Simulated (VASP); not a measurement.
A run of VASP 6.6.1 is set up as follows.

POSCAR

```
Si
1.0
    0.0000000000      2.7220875855      2.7220875855
    2.7220875855      0.0000000000      2.7220875855
    2.7220875855      2.7220875855      0.0000000000
Si
2
Direct
    0.2500000000      0.2500000000      0.2500000000
    0.0000000000      0.0000000000      0.0000000000
```

The input INCAR.step1:

```
SYSTEM = Si
ALGO = Normal
EDIFF = 1E-4
ENCUT = 600
GGA = PE
ISMEAR = 0
LASPH = .TRUE.
LCHARG = .FALSE.
LREAL = .FALSE.
LWAVE = .TRUE.
NELM = 100
PREC = Accurate
SIGMA = 0.01
```

INCAR.step2

```
SYSTEM = Si
ALGO = Normal
EDIFF = 1E-6
EDIFFG = -0.002
ENCUT = 600
IBRION = 2
ISIF = 3
ISMEAR = 0
ISTART = 1
LASPH = .TRUE.
LCHARG = .FALSE.
LMIXTAU = .TRUE.
LREAL = .FALSE.
LWAVE = .FALSE.
METAGGA = R2SCAN
NELM = 100
NSW = 100
PREC = Accurate
PSTRESS = 70.0
SIGMA = 0.01
```

Contents of KPOINTS:

```
k-points
0
G
  8 8 8
  0 0 0
```

Potentials or basis: VASP PAW PBE potentials, release 64 (Si).

The run is started by

```sh
$ cat potpaw_PBE.64/Si/POTCAR > POTCAR
$ cp INCAR.step1 INCAR
$ mpirun -np 1 vasp_std > vasp.out
$ cp INCAR.step2 INCAR
$ mpirun -np 1 vasp_std > vasp.out
```

Question: Predict the relaxed volume.

Answer: 18.89 Å³/atom.

Question: What does it give for the space group after relaxing (to 0.05 Å)?

Answer: Fd-3m (No. 227).

Question: What does it give for the relaxed cell?

Answer: a = 3.767 Å, b = 3.767 Å, c = 3.767 Å, α = 60.00°, β = 60.00°, γ = 60.00°.

Question: Predict the band gap on the k mesh.

Answer: 0.72 eV, indirect (least direct gap 2.78 eV).

Final structure:
```yaml
crystal:
  lattice:
    - [0.00000, 2.66345, 2.66345]
    - [2.66345, 0.00000, 2.66345]
    - [2.66345, 2.66345, 0.00000]
  atoms:
    - { symbol: Si, position: [0.25000, 0.25000, 0.25000] }
    - { symbol: Si, position: [0.00000, 0.00000, 0.00000] }
```

Caveat: the cell is relaxed towards a set pressure, so the enthalpy falls and the energy may rise; the PAW data sets were made with another functional, which shifts forces and pressure a little. r2SCAN opens gaps a little over a GGA but as a rule still falls short of measured ones.
